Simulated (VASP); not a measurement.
Wanted: the native input for a VASP 6.6.1 run.

| Property | Result |
| --- | --- |
| Task | single point |
| Functional | PBE |
| Potentials or basis | VASP PAW PBE potentials, release 64 (Ti_sv, Ta_pv) |
| Cutoff | 500 eV |
| k mesh | 5 × 5 × 5 |
| Occupations | methfessel-paxton, width 0.1 eV |
| Spin | no spin polarisation |
| Dipole correction | no |
| Further INCAR settings | ALGO = Normal; EDIFF = 1e-06; NBANDS = 30 |

The structure of Ta3Ti lies in POSCAR:

```
Ta3Ti
1.0
    4.1879529649      0.0000000000      0.0000000000
    0.0000000000      4.1879529649      0.0000000000
    0.0000000000      0.0000000000      4.1879529649
Ti Ta
1 3
Direct
    0.0000000000      0.0000000000      0.0000000000
    0.0000000000      0.5000000000      0.5000000000
    0.5000000000      0.0000000000      0.5000000000
    0.5000000000      0.5000000000      0.0000000000
```

These files were run (other wordings do the same):

INCAR

```
ALGO = Normal
EDIFF = 1E-6
ENCUT = 500
GGA = PE
GGA_COMPAT = False
ISIF = 2
ISMEAR = 1
LASPH = True
LCHARG = True
LELF = True
LREAL = False
LVHAR = True
LWAVE = False
NBANDS = 30
NELM = 120
PREC = Accurate
SIGMA = 0.1
```

KPOINTS

```
k-points
0
Gamma
  5 5 5
```

Potentials or basis: VASP PAW PBE potentials, release 64 (Ti_sv, Ta_pv).

Run with:

```console
$ cat potpaw_PBE.64/Ti_sv/POTCAR potpaw_PBE.64/Ta_pv/POTCAR > POTCAR
$ mpirun -np 1 vasp_std > vasp.out
```

It gave:

| Quantity | Value |
| --- | --- |
| Pressure | 0.0 GPa |
| Band gap on the k mesh | zero (an odd number of electrons rules out a gap without spin polarisation) |

Caveat: spin-orbit coupling is left out, which moves the levels of the heavy elements.

It took 18 s on 1 thread of Intel(R) Xeon(R) Platinum 8375C CPU @ 2.90GHz (Ice Lake), on a shared host, peak memory 0.18 GiB.
